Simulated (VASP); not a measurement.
# H4C in VASP: notebook

The runs below take H4C through single point, relaxation of the atoms, with r2SCAN+D3(BJ).

Program: VASP 6.6.1. These are calculated values, not measurements. Logs are shortened: lines on timing, memory, paths and dates and some standing lists are left out, and cuts for length are marked.

**1. The cell of the first run**

The cell holds a disordered packing, 40 atoms: a = 7.388 Å, b = 7.388 Å, c = 7.388 Å, α = 90.00°, β = 90.00°, γ = 90.00°.

**2. Single point, r2SCAN+D3(BJ)**

Input file POSCAR:

```
H4C
1.0
    7.3876590000      0.0000000000      0.0000000000
    0.0000000000      7.3876590000      0.0000000000
    0.0000000000      0.0000000000      7.3876590000
C H
8 32
Direct
    0.4501712544      0.2622204753      0.7283677045
    0.7684213726      0.4734601002      0.0975923295
   -0.0195352821     -0.0019641041      0.9977429956
    0.6283636770      0.8088007809      0.7437432180
    0.2169309537      0.6001285130     -0.0611434028
    0.2803000046      0.2634494044      0.2531168069
    0.4553474244      0.8200493187      0.3168466934
    0.9109370181      0.3478977660      0.5479777852
    0.3478156534      0.2227987563      0.6301939537
    0.4693929105      0.4079098752      0.7220941233
    0.5764110833      0.1936058955      0.6978036662
    0.4057785183      0.2249737077      0.8636804147
    0.8165600216      0.5974155876      0.1608582582
    0.6373414629      0.4371494832      0.1533608719
    0.8645617279      0.3656665670      0.1248632754
    0.7566733302      0.4938676847     -0.0477016877
   -0.0569251315     -0.1329851658      0.9434890717
   -0.1403200002      0.0806104184      1.0136619547
    0.0739015032      0.0643340384      0.9049325694
    0.0463122645     -0.0196120568      1.1281233072
    0.7248496553      0.9108489782      0.6990255775
    0.6408633220      0.7898755233      0.8892176718
    0.6564036265      0.6819016783      0.6747091028
    0.4918361676      0.8532981999      0.7111551923
    0.2204964598      0.7076551871     -0.1618529040
    0.3542483269      0.5619729372     -0.0254600507
    0.1462512294      0.4833102067     -0.1164775218
    0.1467684250      0.6477823176      0.0589682003
    0.3234562697      0.3819002516      0.3291144195
    0.2298434603      0.1610931988      0.3458294595
    0.3939288156      0.2081257480      0.1778253949
    0.1736887524      0.3017178025      0.1596239508
    0.4895627113      0.9441602439      0.3878906959
    0.3525937325      0.7465515763      0.3929737366
    0.5756992476      0.7360855226      0.3047487402
    0.4037215041      0.8522024562      0.1830142191
    1.0198927983      0.4470322302      0.5580329004
    0.8980296380      0.2753232990      0.6759564282
    0.9413538971      0.2526074275      0.4398944112
    0.7840819941      0.4163104689      0.5171520664
```

Input file INCAR.step1:

```
ALGO = Normal
EDIFF = 1E-5
ENCUT = 580
GGA = PE
GGA_COMPAT = False
ISMEAR = -1
LASPH = True
LCHARG = False
LREAL = Auto
LWAVE = True
NBANDS = 58
NELM = 120
PREC = Accurate
SIGMA = 0.02
```

Input file INCAR.step2:

```
ALGO = Normal
EDIFF = 1E-6
ENCUT = 580
GGA_COMPAT = False
ISIF = 2
ISMEAR = -1
ISTART = 1
IVDW = 12
LASPH = True
LCHARG = False
LMIXTAU = True
LREAL = Auto
LWAVE = False
METAGGA = R2SCAN
NBANDS = 58
NELM = 120
PREC = Accurate
SIGMA = 0.02
VDW_A1 = 0.49484001
VDW_A2 = 5.73083694
VDW_S6 = 1.0
VDW_S8 = 0.78981345
```

Input file KPOINTS:

```
k-points
0
Gamma
  1 1 1
```

Potentials or basis: VASP PAW PBE potentials, release 64 (C, H).

Command:

```console
cat potpaw_PBE.64/C/POTCAR potpaw_PBE.64/H/POTCAR > POTCAR
cp INCAR.step1 INCAR
mpirun -np 1 vasp_gam > vasp.out
cp INCAR.step2 INCAR
mpirun -np 1 vasp_gam > vasp.out
```

OUTCAR:

```text
EDIFF = 1E-6
   ENCUT = 580
   ISIF = 2
   ISMEAR = -1
   ISTART = 1
   IVDW = 12
   LASPH = True
   LREAL = Auto
   METAGGA = R2SCAN
   NELM = 120
   PREC = Accurate
 IVDW          = 12

 ion  position               nearest neighbor table
   1  0.450  0.262  0.728-  11 1.09  10 1.09  12 1.09   9 1.09
   2  0.768  0.473  0.098-  15 1.09  14 1.09  16 1.09  13 1.09
   3  0.980  0.998  0.998-  17 1.08  20 1.09  18 1.09  19 1.09
   4  0.628  0.809  0.744-  23 1.09  22 1.09  24 1.09  21 1.09
   5  0.217  0.600  0.939-  26 1.09  28 1.09  27 1.09  25 1.09
   6  0.280  0.263  0.253-  32 1.09  30 1.09  31 1.09  29 1.09
   7  0.455  0.820  0.317-  36 1.09  33 1.09  35 1.09  34 1.09
   8  0.911  0.348  0.548-  39 1.09  40 1.09  37 1.09  38 1.09
   9  0.348  0.223  0.630-   1 1.09
  10  0.469  0.408  0.722-   1 1.09
  11  0.576  0.194  0.698-   1 1.09
  12  0.406  0.225  0.864-   1 1.09
  13  0.817  0.597  0.161-   2 1.09
  14  0.637  0.437  0.153-   2 1.09
[... 24 lines left out ...]
  39  0.941  0.253  0.440-   8 1.09
  40  0.784  0.416  0.517-   8 1.09

  LATTYP: Found a simple cubic cell.
 ALAT       =     7.3876590000

  Lattice vectors:

 A1 = (   7.3876590000,   0.0000000000,   0.0000000000)
 A2 = (   0.0000000000,   7.3876590000,   0.0000000000)
 A3 = (   0.0000000000,   0.0000000000,   7.3876590000)

Analysis of symmetry for initial positions (statically):
=====================================================================
 Subroutine PRICEL returns:
 Original cell was already a primitive cell.

 Routine SETGRP: Setting up the symmetry group for a
 simple cubic supercell.

 Subroutine GETGRP returns: Found  1 space group operations
 (whereof  1 operations were pure point group operations)
 out of a pool of 48 trial point group operations.

The static configuration has the point symmetry C_1 .

Analysis of symmetry for dynamics (positions and initial velocities):
=====================================================================
 Subroutine PRICEL returns:
 Original cell was already a primitive cell.

 Routine SETGRP: Setting up the symmetry group for a
 simple cubic supercell.

 Subroutine GETGRP returns: Found  1 space group operations
 (whereof  1 operations were pure point group operations)
 out of a pool of 48 trial point group operations.

The dynamic configuration has the point symmetry C_1 .

 Subroutine INISYM returns: Found  1 space group operations
 (whereof  1 operations are pure point group operations),
 and found     1 'primitive' translations

----------------------------------------------------------------------------------------

                                     Primitive cell

  volume of cell :     403.2000

  direct lattice vectors                    reciprocal lattice vectors
     7.387659000  0.000000000  0.000000000     0.135360877  0.000000000  0.000000000
     0.000000000  7.387659000  0.000000000     0.000000000  0.135360877  0.000000000
     0.000000000  0.000000000  7.387659000     0.000000000  0.000000000  0.135360877

  length of vectors
     7.387659000  7.387659000  7.387659000     0.135360877  0.135360877  0.135360877

  position of ions in fractional coordinates (direct lattice)
     0.450171254  0.262220475  0.728367705
     0.768421373  0.473460100  0.097592330
     0.980464718  0.998035896  0.997742996
     0.628363677  0.808800781  0.743743218
     0.216930954  0.600128513  0.938856597
     0.280300005  0.263449404  0.253116807
[... 32 lines left out ...]
     0.941353897  0.252607428  0.439894411
     0.784081994  0.416310469  0.517152066

  ion indices of the primitive-cell ions
   primitive index   ion index
                 1           1
                 2           2
                 3           3
                 4           4
                 5           5
                 6           6
[... 32 lines left out ...]
                39          39
                40          40

----------------------------------------------------------------------------------------

 KPOINTS: k-points

Automatic generation of k-mesh.
 Grid dimensions read from file:
 generate k-points for:    1    1    1

 Generating k-lattice:

  Cartesian coordinates                     Fractional coordinates (reciprocal lattice)
     0.135360877  0.000000000  0.000000000     1.000000000  0.000000000  0.000000000
     0.000000000  0.135360877  0.000000000     0.000000000  1.000000000  0.000000000
     0.000000000  0.000000000  0.135360877     0.000000000  0.000000000  1.000000000

  Length of vectors
     0.135360877  0.135360877  0.135360877

  Shift w.r.t. Gamma in fractional coordinates (k-lattice)
     0.000000000  0.000000000  0.000000000

 Subroutine IBZKPT returns following result:
 ===========================================

 Found      1 irreducible k-points:

 Following reciprocal coordinates:
            Coordinates               Weight
  0.000000  0.000000  0.000000      1.000000
   k-points           NKPTS =      1   k-points in BZ     NKDIM =      1   number of bands    NBANDS=     58
   number of dos      NEDOS =    301   number of ions     NIONS =     40
   total plane-waves  NPLWV = 216000
   dimension x,y,z NGX =    60 NGY =   60 NGZ =   60
   dimension x,y,z NGXF=   120 NGYF=  120 NGZF=  120
   ions per type =               8  32
   NGX,Y,Z   is equivalent  to a cutoff of  13.50, 13.50, 13.50 a.u.
   NGXF,Y,Z  is equivalent  to a cutoff of  27.00, 27.00, 27.00 a.u.
 SYSTEM =  unknown system
   PREC   = accura    normal or accurate (medium, high low for compatibility)
   ISTART =      1    job   : 0-new  1-cont  2-samecut
   ICHARG =      0    charge: 1-file 2-atom 10-const
   ISPIN  =      1    spin polarized calculation?
   LNONCOLLINEAR =      F non collinear calculations
   LSORBIT =      F    spin-orbit coupling
   LASPH  =      T    aspherical Exc in radial PAW
   ENCUT  =  580.0 eV  42.63 Ry    6.53 a.u.  14.51 14.51 14.51*2*pi/ulx,y,z
   NELM   =    120;   NELMIN=  2; NELMDL=  0     # of ELM steps
   EDIFF  = 0.1E-05   stopping-criterion for ELM
   LREAL  =      T    real-space projection
   EDIFFG = 0.1E-04   stopping-criterion for IOM
   NSW    =      0    number of steps for IOM
   IBRION =     -1    ionic relax: 0-MD 1-quasi-New 2-CG
   NFREE  =      0    steps in history (QN), initial steepest desc. (CG)
   ISIF   =      2    stress and relaxation
   ISYM   =      2    0-nonsym 1-usesym 2-fastsym
   POTIM  = 0.5000    time-step for ionic-motion
   TEBEG  =    0.0;   TEEND  =   0.0 temperature during run
   PSTRESS=    0.0 pullay stress
   NELECT =      64.0000    total number of electrons
   NUPDOWN=      -1.0000    fix difference up-down
   EMIN   =  10.00;   EMAX   =-10.00  energy-range for DOS
   EFERMI =   0.00;   METHOD = LEGACY
   ISMEAR =    -1;   SIGMA  =   0.02  broadening in eV -4-tet -1-fermi 0-gaus
   EFERMI_NEDOS =   21; number of points for ismear=-14 and -15
   IALGO  =     38    algorithm
   IMIX   =      4    mixing-type and parameters
     AMIX     =   0.40;   BMIX     =  1.00
     AMIX_MAG =   1.60;   BMIX_MAG =  1.00
  volume/ion in A,a.u.               =      10.08        68.02
  Fermi-wavevector in a.u.,A,eV,Ry     =   0.886396  1.675046 10.690078  0.785699
  Thomas-Fermi vector in A             =   2.007557
   LORBIT       =      0    0 simple, 1 ext, 2 COOP (PROOUT), +10 PAW based schemes
   METAGGA = R2SCAN    functional components
   LHFCALC =     F    Hartree Fock is set to
   AEXX    =    0.0000 exact exchange contribution
   IVDW    =    12    specifies the selected vdW correction
   LEPSILON=     F    determine dielectric tensor
   LRPA    =     F    only Hartree local field effects (RPA)
 non-spin polarized calculation
  energy-cutoff  :      580.00
  volume of cell :      403.20
 maximum number of plane-waves:      6447
 NGX is ok and might be reduce to    60
   NGX = 29   NGY = 29   NGZ = 29

 number of electron      63.9999999 magnetization

 Free energy of the ion-electron system (eV)
  ---------------------------------------------------
  ext. energy  EPLUGINS =         0.00000000
  ---------------------------------------------------
  free energy    TOTEN  =      -199.90183732 eV

  energy without entropy =     -199.90183732  energy(sigma->0) =     -199.90183732

 E-fermi :  -5.9952     XC(G=0):  -6.4391

 val. band max:       -6.5356320373   @ k =   0.0000   0.0000   0.0000
 cond. band min:       1.5078008040   @ k =   0.0000   0.0000   0.0000
 fundamental gap:      8.0434328414
 Fermi energy:        -5.9952350830

 k-point     1 :       0.0000    0.0000    0.0000
  band No.  band energies     occupation
      1     -15.9830      2.00000
      2     -15.5448      2.00000
      3     -15.4981      2.00000
      4     -15.4869      2.00000
      5     -15.4634      2.00000
      6     -15.3932      2.00000
[... 36 lines left out ...]
     43       4.9348      0.00000
     44       5.2084      0.00000
 [bands above 44 left out]

------------------------ aborting loop because EDIFF is reached ----------------------------------------

 Edisp (eV)   -0.66134

 E8    (eV) :    -0.0998

  FORCE on cell =-STRESS in cart. coord.  units (eV):
  Direction    XX          YY          ZZ          XY          YZ          ZX
  --------------------------------------------------------------------------------------
  -------------------------------------------------------------------------------------
  Total       1.16729     1.42830     0.95621    -0.66833     0.20463     0.07781
  in kB       4.63841     5.67556     3.79963    -2.65571     0.81311     0.30918
  external pressure =        4.70 kB  Pullay stress =        0.00 kB

 VOLUME and BASIS-vectors are now :
 -----------------------------------------------------------------------------
  energy-cutoff  :      580.00
  volume of cell :      403.20
      direct lattice vectors                 reciprocal lattice vectors
     7.387659000  0.000000000  0.000000000     0.135360877  0.000000000  0.000000000
     0.000000000  7.387659000  0.000000000     0.000000000  0.135360877  0.000000000
     0.000000000  0.000000000  7.387659000     0.000000000  0.000000000  0.135360877

 POSITION                                       TOTAL-FORCE (eV/Angst)
 -----------------------------------------------------------------------------------
      3.32571      1.93720      5.38093        -0.020831     -0.018125      0.015509
      5.67684      3.49776      0.72098         0.016321      0.001540      0.001384
      7.24334      7.37315      7.37099        -0.001455     -0.002953     -0.006827
      4.64214      5.97514      5.49452         0.020731      0.004823      0.020579
      1.60261      4.43354      6.93595        -0.025162      0.005879     -0.027267
      2.07076      1.94627      1.86994        -0.010708      0.018349      0.022198
[... 32 lines left out ...]
      6.95440      1.86618      3.24979        -0.009391     -0.010745      0.018124
      5.79253      3.07556      3.82054         0.007187      0.010918      0.013809
 -----------------------------------------------------------------------------------
    total drift:                               -0.000800      0.000128      0.000435

  FREE ENERGIE OF THE ION-ELECTRON SYSTEM (eV)
  ---------------------------------------------------
  free  energy   TOTEN  =      -200.5631792312 eV

  energy  without entropy=     -200.5631792312  energy(sigma->0) =     -200.56317923
```

It took 3.5 min on 1 thread of Intel Xeon Platinum 8488C (Sapphire Rapids), shared host; peak memory 0.52 GiB.

What came out:

```yaml
Free_energy: -200.5632 eV
Pressure: 0.5 GPa
Largest_force: 0.067 eV/Å
Band_gap_on_the_k_mesh: 8.04 eV
Dispersion_energy_per_atom: -0.017 eV
```

Forces on the atoms (eV/Å):
```
C   -0.021 -0.018  0.016
C    0.016  0.002  0.001
C   -0.001 -0.003 -0.007
C    0.021  0.005  0.021
C   -0.025  0.006 -0.027
C   -0.011  0.018  0.022
C    0.021 -0.012  0.017
C    0.023  0.009  0.041
H   -0.007 -0.032  0.013
H   -0.012  0.010 -0.009
H    0.022 -0.021 -0.023
H    0.020 -0.001  0.004
H    0.001  0.033  0.008
H   -0.055 -0.006  0.024
H    0.034 -0.028  0.010
H   -0.006 -0.003 -0.030
H   -0.008 -0.034 -0.018
H   -0.055  0.036  0.001
H    0.030  0.035 -0.011
H    0.022 -0.008  0.049
H   -0.005 -0.023 -0.009
H   -0.002  0.015 -0.031
H    0.024 -0.030 -0.006
H   -0.003 -0.001 -0.002
H   -0.003  0.021 -0.008
H    0.058 -0.019  0.004
H   -0.004 -0.008 -0.015
H   -0.017  0.009  0.017
H    0.001  0.031  0.025
H   -0.013 -0.019  0.013
H    0.040 -0.015 -0.015
H   -0.019  0.018 -0.021
H    0.013  0.032  0.017
H   -0.028  0.007  0.011
H   -0.007 -0.018  0.006
H   -0.022  0.012 -0.063
H   -0.046 -0.037 -0.025
H    0.026  0.037 -0.032
H   -0.009 -0.011  0.018
H    0.007  0.011  0.014
```

Caveat: the k points lie up to 0.85 Å⁻¹ apart, too coarse for converged energies, forces and pressures; the PAW data sets were made with another functional, which shifts forces and pressure a little.

(Continued in part 2 of 3.)
